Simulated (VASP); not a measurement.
# W (Im-3m) in VASP: further runs

Runs on W. Level: PBE. Tasks: single point, relaxation of cell and atoms.

Everything below comes from runs of VASP 6.6.1. Logs are shortened: lines on timing, memory, paths and dates and some standing lists are left out, and cuts for length are marked.

**1. The cell of the first run**

Symmetry: Im-3m, No. 229, cubic system. Conventional cell: a = 3.184 Å, b = 3.184 Å, c = 3.184 Å, α = 90.00°, β = 90.00°, γ = 90.00°. Within 3.6 Å of W (site symmetry m-3m) lie 14 W at 2.76 to 3.18 Å.

**2. Single point, PBE**

INCAR reads:

```
SYSTEM = W
  ALGO = Normal
  EDIFF = 1E-6
  ENCUT = 520
  GGA = PE
  ISIF = 2
  ISMEAR = 0
  LASPH = .TRUE.
  LCHARG = .FALSE.
  LREAL = .FALSE.
  LWAVE = .FALSE.
  NBANDS = 13
  NELM = 100
  PREC = Accurate
  SIGMA = 0.1
```

KPOINTS reads:

```
k-points
0
G
  18 18 18
  0 0 0
```

POSCAR reads:

```
W
1.0
   -1.5917742689      1.5917742689      1.5917742689
    1.5917742689     -1.5917742689      1.5917742689
    1.5917742689      1.5917742689     -1.5917742689
W
1
Direct
    0.0000000000      0.0000000000      0.0000000000
```

Potentials or basis: VASP PAW PBE potentials, release 64 (W_sv).

Run with:

```bash
$ cat potpaw_PBE.64/W_sv/POTCAR > POTCAR
$ mpirun -np 1 vasp_std > vasp.out
```

OUTCAR:

```text
SYSTEM = W
   EDIFF = 1E-6
   ENCUT = 520
   GGA = PE
   ISIF = 2
   ISMEAR = 0
   LASPH = .TRUE.
   LREAL = .FALSE.
   NELM = 100
   PREC = Accurate

 ion  position               nearest neighbor table
   1  0.000  0.000  0.000-

  LATTYP: Found a body centered cubic cell.
 ALAT       =     3.1835485378

  Lattice vectors:

 A1 = (  -1.5917742689,   1.5917742689,   1.5917742689)
 A2 = (   1.5917742689,  -1.5917742689,   1.5917742689)
 A3 = (   1.5917742689,   1.5917742689,  -1.5917742689)

Analysis of symmetry for initial positions (statically):
=====================================================================
 Subroutine PRICEL returns:
 Original cell was already a primitive cell.

 Routine SETGRP: Setting up the symmetry group for a
 body centered cubic supercell.

 Subroutine GETGRP returns: Found 48 space group operations
 (whereof 48 operations were pure point group operations)
 out of a pool of 48 trial point group operations.

The static configuration has the point symmetry O_h .

Analysis of symmetry for dynamics (positions and initial velocities):
=====================================================================
 Subroutine PRICEL returns:
 Original cell was already a primitive cell.

 Routine SETGRP: Setting up the symmetry group for a
 body centered cubic supercell.

 Subroutine GETGRP returns: Found 48 space group operations
 (whereof 48 operations were pure point group operations)
 out of a pool of 48 trial point group operations.

The dynamic configuration has the point symmetry O_h .

 Subroutine INISYM returns: Found 48 space group operations
 (whereof 48 operations are pure point group operations),
 and found     1 'primitive' translations

----------------------------------------------------------------------------------------

                                     Primitive cell

  volume of cell :      16.1326

  direct lattice vectors                    reciprocal lattice vectors
    -1.591774269  1.591774269  1.591774269     0.000000000  0.314114890  0.314114890
     1.591774269 -1.591774269  1.591774269     0.314114890  0.000000000  0.314114890
     1.591774269  1.591774269 -1.591774269     0.314114890  0.314114890  0.000000000

  length of vectors
     2.757033908  2.757033908  2.757033908     0.444225538  0.444225538  0.444225538

  position of ions in fractional coordinates (direct lattice)
     0.000000000  0.000000000  0.000000000

  ion indices of the primitive-cell ions
   primitive index   ion index
                 1           1

----------------------------------------------------------------------------------------

 KPOINTS: k-points

Automatic generation of k-mesh.
 Grid dimensions read from file:
 generate k-points for:   18   18   18

 Generating k-lattice:

  Cartesian coordinates                     Fractional coordinates (reciprocal lattice)
     0.000000000  0.017450827  0.017450827     0.055555556  0.000000000  0.000000000
     0.017450827  0.000000000  0.017450827     0.000000000  0.055555556  0.000000000
     0.017450827  0.017450827  0.000000000     0.000000000  0.000000000  0.055555556

  Length of vectors
     0.024679197  0.024679197  0.024679197

  Shift w.r.t. Gamma in fractional coordinates (k-lattice)
     0.000000000  0.000000000  0.000000000

 Subroutine IBZKPT returns following result:
 ===========================================

 Found    195 irreducible k-points:

 Following reciprocal coordinates:
            Coordinates               Weight
  0.000000  0.000000  0.000000      1.000000
  0.055556  0.000000  0.000000     12.000000
  0.111111  0.000000  0.000000     12.000000
  0.166667  0.000000  0.000000     12.000000
  0.222222  0.000000  0.000000     12.000000
  0.277778  0.000000  0.000000     12.000000
[... 16 lines left out ...]
  0.333333  0.111111 -0.000000     48.000000
  0.388889  0.111111  0.000000     48.000000
 [... further k-points ...]
   k-points           NKPTS =    195   k-points in BZ     NKDIM =    195   number of bands    NBANDS=     13
   number of dos      NEDOS =    301   number of ions     NIONS =      1
   total plane-waves  NPLWV =  13824
   dimension x,y,z NGX =    24 NGY =   24 NGZ =   24
   dimension x,y,z NGXF=    48 NGYF=   48 NGZF=   48
   ions per type =               1
   NGX,Y,Z   is equivalent  to a cutoff of  14.47, 14.47, 14.47 a.u.
   NGXF,Y,Z  is equivalent  to a cutoff of  28.94, 28.94, 28.94 a.u.
 SYSTEM =  W
   PREC   = accura    normal or accurate (medium, high low for compatibility)
   ISTART =      0    job   : 0-new  1-cont  2-samecut
   ICHARG =      2    charge: 1-file 2-atom 10-const
   ISPIN  =      1    spin polarized calculation?
   LNONCOLLINEAR =      F non collinear calculations
   LSORBIT =      F    spin-orbit coupling
   LASPH  =      T    aspherical Exc in radial PAW
   ENCUT  =  520.0 eV  38.22 Ry    6.18 a.u.   5.13  5.13  5.13*2*pi/ulx,y,z
   NELM   =    100;   NELMIN=  2; NELMDL= -5     # of ELM steps
   EDIFF  = 0.1E-05   stopping-criterion for ELM
   LREAL  =      F    real-space projection
[... 7 lines left out ...]
   TEBEG  =    0.0;   TEEND  =   0.0 temperature during run
   PSTRESS=    0.0 pullay stress
   NELECT =      14.0000    total number of electrons
   NUPDOWN=      -1.0000    fix difference up-down
   EMIN   =  10.00;   EMAX   =-10.00  energy-range for DOS
   EFERMI =   0.00;   METHOD = LEGACY
   ISMEAR =     0;   SIGMA  =   0.10  broadening in eV -4-tet -1-fermi 0-gaus
   EFERMI_NEDOS =   21; number of points for ismear=-14 and -15
   IALGO  =     38    algorithm
   IMIX   =      4    mixing-type and parameters
     AMIX     =   0.40;   BMIX     =  1.00
     AMIX_MAG =   1.60;   BMIX_MAG =  1.00
  volume/ion in A,a.u.               =      16.13       108.87
  Fermi-wavevector in a.u.,A,eV,Ry     =   1.561527  2.950857 33.175971  2.438365
  Thomas-Fermi vector in A             =   2.664579
   LORBIT       =      0    0 simple, 1 ext, 2 COOP (PROOUT), +10 PAW based schemes
   GGA     = PE    functional components
   LHFCALC =     F    Hartree Fock is set to
   AEXX    =    0.0000 exact exchange contribution
   IVDW    =     0    specifies the selected vdW correction
   LEPSILON=     F    determine dielectric tensor
   LRPA    =     F    only Hartree local field effects (RPA)
 non-spin polarized calculation
 Gauss-broadening in eV      SIGMA  =   0.10
  energy-cutoff  :      520.00
  volume of cell :       16.13
 maximum number of plane-waves:       466
 NGX is ok and might be reduce to    24
   NGX = 11   NGY = 11   NGZ = 11

 number of electron      14.0000002 magnetization

 Free energy of the ion-electron system (eV)
  ---------------------------------------------------
  ext. energy  EPLUGINS =         0.00000000
  ---------------------------------------------------
  free energy    TOTEN  =       -12.95114071 eV

  energy without entropy =      -12.94756900  energy(sigma->0) =      -12.94935486

 E-fermi :  11.1896     XC(G=0): -13.5409

 val. band max:       11.1855221965   @ k =  -0.2778   0.3333   0.2222
 cond. band min:      11.2017831536   @ k =   0.5000   0.5000   0.2222
 fundamental gap:      0.0162609571
 Fermi energy:        11.1896367414

 k-point     1 :       0.0000    0.0000    0.0000
  band No.  band energies     occupation
      1     -63.0109      2.00000
      2     -26.5985      2.00000
      3     -26.5985      2.00000
      4     -26.5985      2.00000
      5       1.6511      2.00000
      6       9.9935      2.00000
      7       9.9935      2.00000
      8       9.9935      2.00000
      9      13.4130      0.00000
     10      13.4130      0.00000
     11      25.6673      0.00000
     12      25.6673      0.00000
     13      25.6673      0.00000

 k-point     2 :       0.0556    0.0000    0.0000
  band No.  band energies     occupation
      1     -63.0072      2.00000
      2     -26.6381      2.00000
      3     -26.6109      2.00000
      4     -26.5987      2.00000
      5       1.7979      2.00000
      6       9.9041      2.00000
      7       9.9737      2.00000
      8      10.1345      2.00000
      9      13.2694      0.00000
     10      13.4138      0.00000
     11      25.7927      0.00000
     12      25.9172      0.00000
     13      26.0255      0.00000

 k-point     3 :       0.1111    0.0000    0.0000
  band No.  band energies     occupation
      1     -62.9965      2.00000
      2     -26.7509      2.00000
      3     -26.6464      2.00000
      4     -26.5992      2.00000
      5       2.2223      2.00000
      6       9.6574      2.00000
      7       9.8878      2.00000
      8      10.5532      2.00000
      9      12.9609      0.00000
     10      13.4235      0.00000
     11      26.1059      0.00000
     12      26.6443      0.00000
     13      26.9376      0.00000
[... 305 lines left out ...]
 k-point    23 :       0.3333    0.1111   -0.0000
  band No.  band energies     occupation
      1     -62.8969      2.00000
      2     -27.6551      2.00000
      3     -26.9861      2.00000
      4     -26.6571      2.00000
      5       5.4489      2.00000
      6       7.9950      2.00000
      7       9.8653      2.00000
      8      13.0976      0.00000
      9      14.2520      0.00000
     10      16.4472      0.00000
     11      22.9972      0.00000
     12      24.4166      0.00000
     13      28.7521      0.00000

 k-point    24 :       0.3889    0.1111    0.0000
  band No.  band energies     occupation
      1     -62.8867      2.00000
      2     -27.7386      2.00000
      3     -27.0275      2.00000
      4     -26.6585      2.00000
      5       5.4563      2.00000
      6       7.8561      2.00000
      7      10.5775      2.00000
      8      13.1790      0.00000
      9      14.4735      0.00000
     10      17.4670      0.00000
     11      21.8671      0.00000
     12      23.6677      0.00000
     13      27.7502      0.00000

 [... further k-points ...]

------------------------ aborting loop because EDIFF is reached ----------------------------------------

  FORCE on cell =-STRESS in cart. coord.  units (eV):
  Direction    XX          YY          ZZ          XY          YZ          ZX
  --------------------------------------------------------------------------------------
  -------------------------------------------------------------------------------------
  Total        0.0489213      0.0489213      0.0489213     -0.0000000      0.0000000      0.0000000
  in kB        4.8585228      4.8585228      4.8585228     -0.0000000      0.0000000      0.0000000
  external PRESSURE =       4.8585228 kB  Pullay stress =       0.0000000 kB

 VOLUME and BASIS-vectors are now :
 -----------------------------------------------------------------------------
  energy-cutoff  :      520.00
  volume of cell :       16.13
      direct lattice vectors                 reciprocal lattice vectors
    -1.591774269  1.591774269  1.591774269     0.000000000  0.314114890  0.314114890
     1.591774269 -1.591774269  1.591774269     0.314114890  0.000000000  0.314114890
     1.591774269  1.591774269 -1.591774269     0.314114890  0.314114890  0.000000000

 POSITION                                       TOTAL-FORCE (eV/Angst)
 -----------------------------------------------------------------------------------
      0.00000      0.00000      0.00000        -0.000000      0.000000      0.000000
 -----------------------------------------------------------------------------------
    total drift:                                0.000000      0.000000      0.000000

  FREE ENERGIE OF THE ION-ELECTRON SYSTEM (eV)
  ---------------------------------------------------
  free  energy   TOTEN  =       -12.9511407127 eV

  energy  without entropy=      -12.9475690013  energy(sigma->0) =      -12.94935486
```

Wall time 16 s (1 thread of Intel Xeon Platinum 8559C (Emerald Rapids), shared host); peak memory 0.17 GiB.

Results:

- Free energy: -12.9511 eV
- Pressure: 0.5 GPa
- Band gap on the k mesh: zero (band 7 reaches 16.23 eV, above the bottom of band 8 at 9.99 eV)

Caveat: spin-orbit coupling is left out, which moves the levels of the heavy elements.

**3. Relaxation of cell and atoms, PBE**

This run uses another cell than the first one, of 15.78 Å³/atom, 0.978 times its volume.

INCAR reads:

```
SYSTEM = W
ALGO = Normal
EDIFF = 1E-6
EDIFFG = -0.005
ENCUT = 600
GGA = PE
IBRION = 2
ISIF = 3
ISMEAR = 0
LASPH = .TRUE.
LCHARG = .FALSE.
LREAL = .FALSE.
LWAVE = .FALSE.
NELM = 100
NSW = 100
PREC = Accurate
SIGMA = 0.1
```

KPOINTS is that of step 2.

POSCAR reads:

```
W
1.0
   -1.5799983977      1.5799983977      1.5799983977
    1.5799983977     -1.5799983977      1.5799983977
    1.5799983977      1.5799983977     -1.5799983977
W
1
Direct
    0.0000000000      0.0000000000      0.0000000000
```

Potentials or basis: VASP PAW PBE potentials, release 64 (W_sv).

Run with:

```bash
$ cat potpaw_PBE.64/W_sv/POTCAR > POTCAR
$ mpirun -np 1 vasp_std > vasp.out
```

Run time: 46 s. Hardware: 1 thread of Intel Xeon Platinum 8559C (Emerald Rapids), shared host; peak memory 0.17 GiB.

Results (log left out):

| Quantity | Value |
| --- | --- |
| Free energy | -12.9513 eV |
| Relaxed volume | 16.16 Å³/atom |
| Relaxed cell | a = 2.759 Å, b = 2.759 Å, c = 2.759 Å, α = 109.47°, β = 109.47°, γ = 109.47° |
| Space group after relaxing (to 0.05 Å) | Im-3m (No. 229) |
| Energy gained by relaxing | 9.1 meV/atom |
| Ionic steps | 4 |
| Pressure after relaxing | 0.0 GPa |
| Band gap on the k mesh | zero (band 7 reaches 16.19 eV, above the bottom of band 8 at 9.97 eV) |

Step by step:
| step | energy change (eV) | largest force (eV/Å) | pressure (GPa) | volume (Å³) |
| --- | --- | --- | --- | --- |
| 1 | 0.0000 | 0.0000 | 7.78 | 15.78 |
| 2 | 0.0947 | 0.0000 | -21.54 | 17.59 |
| 3 | -0.0091 | 0.0000 | -0.26 | 16.18 |
| 4 | -0.0091 | 0.0000 | -0.02 | 16.16 |

Final structure:
```
CELL_PARAMETERS angstrom
-1.59277 1.59277 1.59277
1.59277 -1.59277 1.59277
1.59277 1.59277 -1.59277
ATOMIC_POSITIONS crystal
W 0.00000 0.00000 0.00000
```

Levels at points of the mesh, in eV from the Fermi level:
```
           k point  band 5  band 6  band 7  band 8  band 9  band 10
(0.00, 0.00, 0.00)   -9.53   -1.19   -1.19   -1.19    2.22     2.22
(0.50, 0.00, 0.00)   -6.15   -3.47    0.61    2.10    3.06     5.98
(0.50, 0.50, 0.50)   -5.68   -5.68    5.03    5.03    5.03     8.09
```

Caveat: spin-orbit coupling is left out, which moves the levels of the heavy elements.

**4. Single point, PBE**

INCAR reads:

```
SYSTEM = W
  PREC = Accurate
  ENCUT = 520
  EDIFF = 1E-6
  ISMEAR = 0
  SIGMA = 0.1
  LREAL = .False.
  LASPH = .True.
  NELM = 80
  ALGO = Fast
  ISIF = 2
  LWAVE = .False.
  LCHARG = .False.
  GGA = PE
  ISYM = 0
  NBANDS = 13
```

KPOINTS reads:

```
Automatic mesh
0
Gamma
  13 13 15
  0 0 0
```

POSCAR reads:

```
W
1.0
    2.7570339078      0.0000000000      0.0000000000
   -0.9190113026      2.5993564963      0.0000000000
    0.9190113026      1.2996782481      2.2511087592
W
1
Direct
    0.0000000000      0.0000000000      0.0000000000
```

Run with:

```bash
$ cat potpaw_PBE.64/W_sv/POTCAR > POTCAR
$ mpirun -np 1 vasp_std > vasp.out
```

Wall time 8.5 min (1 thread of AMD EPYC, shared host); peak memory 0.32 GiB.

The run converged, but its numbers aren't listed here, since they failed a check.

Caveat: spin-orbit coupling is left out, which moves the levels of the heavy elements.
